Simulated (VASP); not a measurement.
Write the native input for VASP 6.6.1 that does the following.

| Item | Value |
| --- | --- |
| Task | single point |
| Functional | PBE |
| Dispersion | D3(BJ) |
| Potentials or basis | VASP PAW PBE potentials, release 64 (Ge_d, H) |
| Cutoff | 520 eV |
| k mesh | 9 × 9 × 1 |
| Occupations | gaussian, width 0.1 eV |
| Spin | collinear spin |
| Starting moments | [0.0, 0.0, 1.0] μB |
| Dipole correction | yes |
| Further INCAR settings | ALGO = Normal; EDIFF = 1e-07; NBANDS = 26 |

The structure of Ge2H lies in POSCAR:

```
Ge2H
1.0
    4.0226895460      0.0000000000      0.0000000000
   -2.0113447730      3.4837513384      0.0000000000
    0.0000000000      0.0000000000     17.6842610184
Ge H
2 1
Direct
    0.3333333333      0.6666666667      0.2648830513
    0.6666666667      0.3333333333      0.2261898304
    1.2222222222     -0.2222222222      0.3593173055
```

One way to write it, as run:

INCAR

```
PREC = Accurate
ENCUT = 520
EDIFF = 1E-7
ISMEAR = 0
SIGMA = 0.1
LREAL = False
LASPH = True
NELM = 150
ALGO = Normal
ISIF = 2
LWAVE = False
LCHARG = False
ISPIN = 2
MAGMOM = 0 0 1
LORBIT = 11
LDIPOL = True
IDIPOL = 3
DIPOL = 0.5 0.5 0.283
GGA = PE
IVDW = 12
NBANDS = 26
```

KPOINTS

```
regular mesh
0
Gamma
  9 9 1
```

Potentials or basis: VASP PAW PBE potentials, release 64 (Ge_d, H).

Launch:

```sh
$ cat potpaw_PBE.64/Ge_d/POTCAR potpaw_PBE.64/H/POTCAR > POTCAR
$ mpirun -np 1 vasp_std > vasp.out
```

It gave:

```json
{
 "Largest force": "1.982 eV/Å",
 "Band gap on the k mesh": "0.05 eV (least direct gap 0.64 eV)",
 "Net moment": "0.96 μB per cell",
 "Site moments": "Ge +0.05, +0.30; H +0.09 μB",
 "Valence electrons inside the program's atomic spheres": "Ge 12.37, 12.34; H 0.46",
 "Dispersion energy per atom": "-0.114 eV"
}
```

Wall time 14 min on 1 thread of Oxide Virtual Turin-like Processor, with other jobs on the host, peak memory 0.54 GiB.
